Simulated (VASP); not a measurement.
Wanted: the native input for a VASP 6.6.1 run.

```yaml
Task: single point
Functional: PBEsol
Potentials_or_basis: VASP PAW PBE potentials, release 64 (Mn_pv)
Cutoff: 520 eV
k_mesh: 9 × 9 × 2
Occupations: gaussian, width 0.1 eV
Spin: collinear spin, ferrimagnetic start
Starting_moments: "[3.13, 3.13, -2.48, -2.48] μB"
Dipole_correction: no
Further_INCAR_settings: ALGO = Normal; EDIFF = 1e-06; NBANDS = 38
```

The structure of Mn lies in POSCAR:

```
Mn
1.0
    2.4574210997      0.0000000000      0.0000000000
   -1.2287105498      2.1281891002      0.0000000000
    0.0000000000      0.0000000000      7.9027904711
Mn
4
Direct
    0.0000000000      0.0000000000      0.0000000000
    0.0000000000      0.0000000000      0.5000000000
    0.3333333333      0.6666666667      0.7500000000
    0.6666666667      0.3333333333      0.2500000000
```

These files were run (other wordings do the same):

INCAR

```
ALGO = Normal ; EDIFF = 1E-6
ENCUT = 520 ; GGA = PS
ISIF = 2 ; ISMEAR = 0
ISPIN = 2 ; LASPH = T
LCHARG = F ; LMAXMIX = 4
LORBIT = 11 ; LREAL = F
LWAVE = F ; MAGMOM = 3.13 3.13 -2.48 -2.48
NBANDS = 38 ; NELM = 150
PREC = Accurate ; SIGMA = 0.1
```

KPOINTS

```
k-points
0
Gamma
  9 9 2
```

Potentials or basis: VASP PAW PBE potentials, release 64 (Mn_pv).

Launch:

```sh
$ cat potpaw_PBE.64/Mn_pv/POTCAR > POTCAR
$ mpirun -np 1 vasp_std > vasp.out
```

It gave:

The pressure is 0.1 GPa, the net moment is 0.04 μB per cell and the site moments are Mn +0.20, -0.18 μB. The valence electrons inside the program's atomic spheres are Mn 12.08, 12.07.

Caveat: the k points lie up to 0.40 Å⁻¹ apart; the PAW data sets were made with another functional, which shifts forces and pressure a little.

It took 78 s on 1 thread of Intel(R) Xeon(R) Platinum 8488C (Sapphire Rapids) (shared host), peak memory 0.19 GiB.
